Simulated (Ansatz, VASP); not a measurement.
# One calculation of Ti, two programs

INCAR

```
SYSTEM = Ti
AGGAC = 1.0 ; AGGAX = 1.0
ALDAC = 0.0 ; ALDAX = 1.0
ALGO = Normal ; EDIFF = 1E-6
EDIFFG = -0.01 ; ENCUT = 600
GGA = B5 ; IBRION = 2
ISIF = 3 ; ISMEAR = -1
LASPH = .True. ; LCHARG = .False.
LREAL = .False. ; LWAVE = .False.
NELM = 60 ; NSW = 80
PREC = Accurate ; SIGMA = 0.1
```

The input KPOINTS:

```
k-points
0
Gamma
  13 13 13
  0 0 0
```

File POSCAR:

```
Ti
1.0
    0.0000000000      2.0668332624      2.0668332624
    2.0668332624      0.0000000000      2.0668332624
    2.0668332624      2.0668332624      0.0000000000
Ti
1
Direct
    0.0000000000      0.0000000000      0.0000000000
```

Input for Ansatz:

```yaml
crystal:
  lattice:
    - [0.0, 2.0668332624, 2.0668332624]
    - [2.0668332624, 0.0, 2.0668332624]
    - [2.0668332624, 2.0668332624, 0.0]
  atoms:
    - { symbol: Ti, position: [0.0, 0.0, 0.0] }
hamiltonian:
  xc: blyp
  pseudopotentials:
    kind: paw
    azcp:
      Ti: "pseudopotentials/Ti.paw.azcp"
basis:
  ecutwfc: 420
  fft_grid_basis: typed
kpoints:
  mp_grid: { grid: [13, 13, 13], shift: [0, 0, 0] }
magnetization:
  spin_polarized: false
scf:
  occupations: { method: fermi_dirac, width: 0.1 }
relax:
  max_steps: 60
  f_tol: 0.01
  cell: {}
```

Alike in both runs: task relaxation of cell and atoms; functional BLYP; k mesh 13 × 13 × 13; occupations fermi-dirac, width 0.1 eV; no spin polarisation.

|  | VASP | Ansatz |
| --- | --- | --- |
| version | VASP 6.6.1 | Ansatz 0.2.0 |
| potentials or method | VASP PAW PBE potentials, release 64 (Ti_sv), cutoff 600 eV | plane waves (420 eV) with PAW, scalar-relativistic |
| valence electrons in the cell | 12 | 12 |

|  | VASP | Ansatz | Ansatz less VASP |
| --- | --- | --- | --- |
| relaxed volume (Å³/atom) | 17.82 | 17.82 | +0.002 |
| relaxed cell length with the largest relative difference (Å) | 2.932 | 2.932 | +0.0001 |

VASP's potentials were made for PBE, not for BLYP.
